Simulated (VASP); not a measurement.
# C (P6_422) in VASP: a series of runs, part 2 of 2

VASP 6.6.1.

**5. Single point, PBE**

This run uses another cell than the first one, of 5.98 Å³/atom, 1.121 times its volume.

INCAR

```
PREC = Accurate ; ENCUT = 520
EDIFF = 1E-6 ; ISMEAR = 0
SIGMA = 0.1 ; LREAL = False
LASPH = True ; NELM = 60
ALGO = Normal ; ISIF = 2
LWAVE = False ; LCHARG = False
GGA = PE ; NBANDS = 21
```

KPOINTS

```
regular mesh
0
Gamma
  12 12 14
```

POSCAR

```
C
1.0
    4.0834406953      0.0000000000      0.0000000000
   -2.0417203477      3.5363633770      0.0000000000
    0.0000000000      0.0000000000      2.4831953273
C
6
Direct
    0.3201980341      0.0000000000      0.5000000000
    0.0000000000      0.3201980341      0.8333333333
    0.6798019659      0.6798019659      0.1666666667
    0.6798019659      0.0000000000      0.5000000000
    0.0000000000      0.6798019659      0.8333333333
    0.3201980341      0.3201980341      0.1666666667
```

Potentials or basis: VASP PAW PBE potentials, release 64 (C).

Launch:

```console
cat potpaw_PBE.64/C/POTCAR > POTCAR
mpirun -np 1 vasp_std > vasp.out
```

OUTCAR:

```text
PREC = Accurate
   ENCUT = 520
   EDIFF = 1E-6
   ISMEAR = 0
   LREAL = False
   LASPH = True
   NELM = 60
   ISIF = 2
   GGA = PE

 ion  position               nearest neighbor table
   1  0.320  0.000  0.500-   4 1.47   5 1.55   6 1.55
   2  0.000  0.320  0.833-   5 1.47   4 1.55   6 1.55
   3  0.680  0.680  0.167-   6 1.47   4 1.55   5 1.55
   4  0.680  0.000  0.500-   1 1.47   2 1.55   3 1.55
   5  0.000  0.680  0.833-   2 1.47   1 1.55   3 1.55
   6  0.320  0.320  0.167-   3 1.47   1 1.55   2 1.55

  LATTYP: Found a hexagonal cell.
 ALAT       =     4.0834406953
 C/A-ratio  =     0.6081134789

  Lattice vectors:

 A1 = (   4.0834406953,   0.0000000000,   0.0000000000)
 A2 = (  -2.0417203477,   3.5363633770,   0.0000000000)
 A3 = (   0.0000000000,   0.0000000000,   2.4831953273)

Analysis of symmetry for initial positions (statically):
=====================================================================
 Subroutine PRICEL returns:
 Original cell was already a primitive cell.

 Routine SETGRP: Setting up the symmetry group for a
 hexagonal supercell.

 Subroutine GETGRP returns: Found 12 space group operations
 (whereof  4 operations were pure point group operations)
 out of a pool of 24 trial point group operations.

The static configuration has the point symmetry D_2 .
 The point group associated with its full space group is D_6 .

Analysis of symmetry for dynamics (positions and initial velocities):
=====================================================================
 Subroutine PRICEL returns:
 Original cell was already a primitive cell.

 Routine SETGRP: Setting up the symmetry group for a
 hexagonal supercell.

 Subroutine GETGRP returns: Found 12 space group operations
 (whereof  4 operations were pure point group operations)
 out of a pool of 24 trial point group operations.

The dynamic configuration has the point symmetry D_2 .
 The point group associated with its full space group is D_6 .

 Subroutine INISYM returns: Found 12 space group operations
 (whereof  4 operations are pure point group operations),
 and found     1 'primitive' translations

----------------------------------------------------------------------------------------

                                     Primitive cell

  volume of cell :      35.8587

  direct lattice vectors                    reciprocal lattice vectors
     4.083440695  0.000000000  0.000000000     0.244891520  0.141388185  0.000000000
    -2.041720348  3.536363377  0.000000000     0.000000000  0.282776370  0.000000000
     0.000000000  0.000000000  2.483195327     0.000000000  0.000000000  0.402706943

  length of vectors
     4.083440695  4.083440695  2.483195327     0.282776370  0.282776370  0.402706943

  position of ions in fractional coordinates (direct lattice)
     0.320198034  0.000000000  0.500000000
     0.000000000  0.320198034  0.833333333
     0.679801966  0.679801966  0.166666667
     0.679801966  0.000000000  0.500000000
     0.000000000  0.679801966  0.833333333
     0.320198034  0.320198034  0.166666667

  ion indices of the primitive-cell ions
   primitive index   ion index
                 1           1
                 2           2
                 3           3
[... 31 lines left out ...]
            Coordinates               Weight
  0.000000  0.000000  0.000000      1.000000
  0.083333 -0.000000  0.000000      6.000000
  0.166667  0.000000  0.000000      6.000000
  0.250000  0.000000  0.000000      6.000000
  0.333333 -0.000000  0.000000      6.000000
  0.416667  0.000000  0.000000      6.000000
[... 16 lines left out ...]
  0.250000  0.000000  0.071429     12.000000
  0.333333 -0.000000  0.071429     12.000000
 [... further k-points ...]
   k-points           NKPTS =    152   k-points in BZ     NKDIM =    152   number of bands    NBANDS=     21
   number of dos      NEDOS =    301   number of ions     NIONS =      6
   total plane-waves  NPLWV =  16200
   dimension x,y,z NGX =    30 NGY =   30 NGZ =   18
   dimension x,y,z NGXF=    60 NGYF=   60 NGZF=   36
   ions per type =               6
   NGX,Y,Z   is equivalent  to a cutoff of  12.21, 12.21, 12.05 a.u.
   NGXF,Y,Z  is equivalent  to a cutoff of  24.43, 24.43, 24.10 a.u.
 SYSTEM =  unknown system
   PREC   = accura    normal or accurate (medium, high low for compatibility)
   ISTART =      0    job   : 0-new  1-cont  2-samecut
   ICHARG =      2    charge: 1-file 2-atom 10-const
   ISPIN  =      1    spin polarized calculation?
   LNONCOLLINEAR =      F non collinear calculations
   LSORBIT =      F    spin-orbit coupling
   LASPH  =      T    aspherical Exc in radial PAW
   ENCUT  =  520.0 eV  38.22 Ry    6.18 a.u.   7.59  7.59  4.62*2*pi/ulx,y,z
   NELM   =     60;   NELMIN=  2; NELMDL= -5     # of ELM steps
   EDIFF  = 0.1E-05   stopping-criterion for ELM
   LREAL  =      F    real-space projection
   EDIFFG = 0.1E-04   stopping-criterion for IOM
   NSW    =      0    number of steps for IOM
   IBRION =     -1    ionic relax: 0-MD 1-quasi-New 2-CG
   NFREE  =      0    steps in history (QN), initial steepest desc. (CG)
   ISIF   =      2    stress and relaxation
   ISYM   =      2    0-nonsym 1-usesym 2-fastsym
   POTIM  = 0.5000    time-step for ionic-motion
   TEBEG  =    0.0;   TEEND  =   0.0 temperature during run
   PSTRESS=    0.0 pullay stress
   NELECT =      24.0000    total number of electrons
   NUPDOWN=      -1.0000    fix difference up-down
   EMIN   =  10.00;   EMAX   =-10.00  energy-range for DOS
   EFERMI =   0.00;   METHOD = LEGACY
   ISMEAR =     0;   SIGMA  =   0.10  broadening in eV -4-tet -1-fermi 0-gaus
   EFERMI_NEDOS =   21; number of points for ismear=-14 and -15
   IALGO  =     38    algorithm
   IMIX   =      4    mixing-type and parameters
     AMIX     =   0.40;   BMIX     =  1.00
     AMIX_MAG =   1.60;   BMIX_MAG =  1.00
  volume/ion in A,a.u.               =       5.98        40.33
  Fermi-wavevector in a.u.,A,eV,Ry     =   1.432014  2.706114 27.900976  2.050664
  Thomas-Fermi vector in A             =   2.551688
   LORBIT       =      0    0 simple, 1 ext, 2 COOP (PROOUT), +10 PAW based schemes
   GGA     = PE    functional components
   LHFCALC =     F    Hartree Fock is set to
   AEXX    =    0.0000 exact exchange contribution
   IVDW    =     0    specifies the selected vdW correction
   LEPSILON=     F    determine dielectric tensor
   LRPA    =     F    only Hartree local field effects (RPA)
 non-spin polarized calculation
 Gauss-broadening in eV      SIGMA  =   0.10
  energy-cutoff  :      520.00
  volume of cell :       35.86
 maximum number of plane-waves:       993
   NGX = 15   NGY = 15   NGZ =  9

 number of electron      24.0000000 magnetization

 Free energy of the ion-electron system (eV)
  ---------------------------------------------------
  ext. energy  EPLUGINS =         0.00000000
  ---------------------------------------------------
  free energy    TOTEN  =       -46.17444065 eV

  energy without entropy =      -46.16727314  energy(sigma->0) =      -46.17085690

 E-fermi :   9.7710     XC(G=0): -13.1893

 val. band max:        9.7658787264   @ k =   0.2500   0.1667   0.4286
 cond. band min:       9.7752894208   @ k =   0.1667   0.0000   0.1429
 fundamental gap:      0.0094106944
 Fermi energy:         9.7710311116

 k-point     1 :       0.0000    0.0000    0.0000
  band No.  band energies     occupation
      1     -11.8619      2.00000
      2      -3.7412      2.00000
      3      -3.7412      2.00000
      4      -3.5649      2.00000
      5      -3.5649      2.00000
      6      -1.6549      2.00000
[... 565 lines left out ...]
     20      20.1186      0.00000
     21      21.2774      0.00000

 [... further k-points ...]

------------------------ aborting loop because EDIFF is reached ----------------------------------------

  FORCE on cell =-STRESS in cart. coord.  units (eV):
  Direction    XX          YY          ZZ          XY          YZ          ZX
  --------------------------------------------------------------------------------------
  -------------------------------------------------------------------------------------
  Total        0.1445483      0.1445483      0.0632262     -0.0000000     -0.0000000      0.0000000
  in kB        6.4584696      6.4584696      2.8249689     -0.0000000     -0.0000000      0.0000000
  external PRESSURE =       5.2473027 kB  Pullay stress =       0.0000000 kB

 VOLUME and BASIS-vectors are now :
 -----------------------------------------------------------------------------
  energy-cutoff  :      520.00
  volume of cell :       35.86
      direct lattice vectors                 reciprocal lattice vectors
     4.083440695  0.000000000  0.000000000     0.244891520  0.141388185  0.000000000
    -2.041720348  3.536363377  0.000000000     0.000000000  0.282776370  0.000000000
     0.000000000  0.000000000  2.483195327     0.000000000  0.000000000  0.402706943

 POSITION                                       TOTAL-FORCE (eV/Angst)
 -----------------------------------------------------------------------------------
      1.30751      0.00000      1.24160        -0.022045     -0.000000     -0.000000
     -0.65375      1.13234      2.06933         0.011022     -0.019091     -0.000000
      1.38797      2.40403      0.41387         0.011022      0.019091      0.000000
      2.77593      0.00000      1.24160         0.022045     -0.000000     -0.000000
     -1.38797      2.40403      2.06933        -0.011022      0.019091     -0.000000
      0.65375      1.13234      0.41387        -0.011022     -0.019091      0.000000
 -----------------------------------------------------------------------------------
    total drift:                                0.000000     -0.000000      0.000000

  FREE ENERGIE OF THE ION-ELECTRON SYSTEM (eV)
  ---------------------------------------------------
  free  energy   TOTEN  =       -46.1744406466 eV

  energy  without entropy=      -46.1672731437  energy(sigma->0) =      -46.17085690
```

OSZICAR:

```text
N       E                     dE             d eps       ncg     rms          rms(c)
DAV:   1     0.471801966257E+02    0.47180E+02   -0.12878E+04  6384   0.111E+03
DAV:   2    -0.439224611635E+02   -0.91103E+02   -0.87496E+02  8170   0.213E+02
DAV:   3    -0.474094882433E+02   -0.34870E+01   -0.34533E+01  8353   0.360E+01
DAV:   4    -0.474328821225E+02   -0.23394E-01   -0.23375E-01  8195   0.329E+00
DAV:   5    -0.474331113023E+02   -0.22918E-03   -0.22916E-03  8435   0.300E-01    0.838E+00
DAV:   6    -0.464950553369E+02    0.93806E+00   -0.66038E-01  7492   0.467E+00    0.496E+00
DAV:   7    -0.461727338284E+02    0.32232E+00   -0.80479E-01  7611   0.531E+00    0.100E+00
DAV:   8    -0.461743511232E+02   -0.16173E-02   -0.24415E-02  7806   0.985E-01    0.809E-02
DAV:   9    -0.461744196441E+02   -0.68521E-04   -0.38270E-04  8681   0.136E-01    0.336E-02
DAV:  10    -0.461744349238E+02   -0.15280E-04   -0.26285E-05  7895   0.349E-02    0.143E-02
DAV:  11    -0.461744407258E+02   -0.58020E-05   -0.52758E-06  7785   0.167E-02    0.132E-03
DAV:  12    -0.461744406466E+02    0.79192E-07   -0.11898E-07  4867   0.246E-03
   1 F= -.46174441E+02 E0= -.46170857E+02  d E =-.716750E-02
```

stdout:

```text
POSCAR found type information on POSCAR C
 POSCAR found :  1 types and       6 ions
 scaLAPACK will be used
 LDA part: xc-table for (Slater+PW92), standard interpolation
 POSCAR, INCAR and KPOINTS ok, starting setup
 FFT: planning ... GRIDC
 FFT: planning ... GRID_SOFT
 FFT: planning ... GRID
 WAVECAR not read
 entering main loop
```

Wall time 80 s (1 thread of Intel Xeon Platinum 8259CL at 2.50GHz (Skylake/Cascade Lake), shared host); peak memory 0.19 GiB.

Results:

```yaml
Free_energy: -46.1744 eV
Pressure: 0.5 GPa
Largest_force: 0.022 eV/Å
Band_gap_on_the_k_mesh: zero (band 12 reaches 11.29 eV, above the bottom of band 13 at 6.99 eV)
```

Forces in eV/Å, atoms in the order of the input:
```
C   -0.022  0.000  0.000
C    0.011 -0.019  0.000
C    0.011  0.019  0.000
C    0.022  0.000  0.000
C   -0.011  0.019  0.000
C   -0.011 -0.019  0.000
```

Levels at points of the mesh, in eV from the Fermi level:
```csv
k point,band 8,band 9,band 10,band 11,band 12,band 13,band 14,band 15,band 16,band 17
"(0.00, 0.00, 0.00)",-4.19,-4.19,-0.12,-0.12,1.52,2.14,3.07,3.07,8.61,8.61
"(0.50, 0.00, 0.00)",-6.25,-6.00,-0.83,0.08,0.21,0.31,2.65,3.94,6.04,9.56
"(0.00, 0.00, 0.50)",-9.35,-8.28,-6.59,-3.72,-3.72,-2.17,-2.17,6.92,7.82,9.10
"(0.50, 0.00, 0.50)",-9.33,-5.42,-5.29,-2.89,-1.93,1.08,2.41,3.97,3.97,6.13
```

**6. Relaxation of cell and atoms, PBE**

This run uses another cell than the first one, of 5.99 Å³/atom, 1.124 times its volume.

INCAR

```
SYSTEM = C
  PREC = Accurate
  ENCUT = 600
  EDIFF = 1E-6
  ISMEAR = 0
  SIGMA = 0.1
  LREAL = .FALSE.
  LASPH = .TRUE.
  NELM = 100
  ALGO = Normal
  ISIF = 3
  LWAVE = .FALSE.
  LCHARG = .FALSE.
  GGA = PE
  IBRION = 2
  NSW = 100
  EDIFFG = -0.01
```

KPOINTS

```
Automatic mesh
0
G
  12 12 14
  0 0 0
```

POSCAR

```
C
1.0
    4.0742998918      0.0000000000      0.0000000000
   -2.0371499459      3.5284472089      0.0000000000
    0.0000000000      0.0000000000      2.5007923425
C
6
Direct
    0.3201207980      0.0000000000      0.5000000000
    0.0000000000      0.3201207980      0.8333333333
    0.6798792020      0.6798792020      0.1666666667
    0.6798792020      0.0000000000      0.5000000000
    0.0000000000      0.6798792020      0.8333333333
    0.3201207980      0.3201207980      0.1666666667
```

Potentials or basis: VASP PAW PBE potentials, release 64 (C).

Launch:

```console
cat potpaw_PBE.64/C/POTCAR > POTCAR
mpirun -np 1 vasp_std > vasp.out
```

Wall time 5.1 min (1 thread of Intel Xeon Platinum 8259CL at 2.50GHz (Skylake/Cascade Lake), shared host); peak memory 0.21 GiB.

Results (log left out):

- Free energy: -46.1855 eV
- Relaxed volume: 5.97 Å³/atom
- Relaxed cell: a = 4.084 Å, b = 4.084 Å, c = 2.482 Å, α = 90.00°, β = 90.00°, γ = 120.00°
- Space group after relaxing (to 0.05 Å): P6_422 (No. 181)
- Energy gained by relaxing: 0.4 meV/atom
- Ionic steps: 7
- Pressure after relaxing: 0.0 GPa
- Band gap on the k mesh: zero (band 12 reaches 11.30 eV, above the bottom of band 13 at 6.99 eV)

The path:
```csv
step,energy change (eV),largest force (eV/Å),pressure (GPa),volume (Å³)
1,0.0000,0.1055,-0.03,35.95
2,0.0015,0.2719,-1.06,35.94
3,-0.0015,0.0510,-0.49,35.95
4,-0.0024,0.0233,0.11,35.86
5,-0.0026,0.0056,0.49,35.81
6,-0.0026,0.0050,-0.41,35.88
7,-0.0027,0.0006,0.05,35.85
```

Final structure:
```xyz
6
Lattice="4.0836 0.0000 0.0000 -2.0418 3.5365 0.0000 0.0000 0.0000 2.4822" Properties=species:S:1:pos:R:3 pbc="T T T"
C     1.3072    0.0000    1.2411
C    -0.6536    1.1321    2.0685
C     1.3882    2.4044    0.4137
C     2.7764    0.0000    1.2411
C    -1.3882    2.4044    2.0685
C     0.6536    1.1321    0.4137
```

Levels at points of the mesh, in eV from the Fermi level:
| k point | band 8 | band 9 | band 10 | band 11 | band 12 | band 13 | band 14 | band 15 | band 16 |
| --- | --- | --- | --- | --- | --- | --- | --- | --- | --- |
| (0.00, 0.00, 0.00) | -4.19 | -4.19 | -0.12 | -0.12 | 1.52 | 2.15 | 3.07 | 3.07 | 8.61 |
| (0.50, 0.00, 0.00) | -6.25 | -6.00 | -0.82 | 0.08 | 0.22 | 0.31 | 2.65 | 3.95 | 6.03 |
| (0.00, 0.00, 0.50) | -9.35 | -8.28 | -6.60 | -3.72 | -3.72 | -2.17 | -2.17 | 6.92 | 7.82 |
| (0.50, 0.00, 0.50) | -9.33 | -5.42 | -5.29 | -2.89 | -1.93 | 1.08 | 2.41 | 3.97 | 3.97 |

**7. The runs side by side**

```tsv
task	cell	k mesh	cutoff (eV)	gap on the mesh (eV)	pressure (GPa)	relaxed volume (Å³/atom)	largest force (eV/Å)
single point	a = 3.875, b = 3.875, c = 2.459 Å, angles 90.0, 90.0, 120.0°, 6 atoms	6 × 6 × 8	520	none	60.4	-	1.29
single point	a = 4.074, b = 4.074, c = 2.501 Å, angles 90.0, 90.0, 120.0°, 6 atoms	6 × 6 × 8	520	none	0.6	-	0.02
relaxation of cell and atoms	relaxed from a = 3.875, b = 3.875, c = 2.459 Å, angles 90.0, 90.0, 120.0°, 6 atoms	6 × 6 × 8	600	none	0.2	5.99	0.01
single point	a = 4.083, b = 4.083, c = 2.483 Å, angles 90.0, 90.0, 120.0°, 6 atoms	12 × 12 × 14	520	none	0.5	-	0.02
relaxation of cell and atoms	relaxed from a = 4.074, b = 4.074, c = 2.501 Å, angles 90.0, 90.0, 120.0°, 6 atoms	12 × 12 × 14	600	none	0.0	5.97	-
```

Alike in all rows: level PBE; potentials or basis VASP PAW PBE potentials, release 64 (C); no spin polarisation; smearing gaussian 0.1 eV.

Caveats: forces of over 1 eV/Å act on the atoms, so gaps and moduli don't describe the material at rest (some runs).

Absolute energies hang on the potentials; compare differences alone.
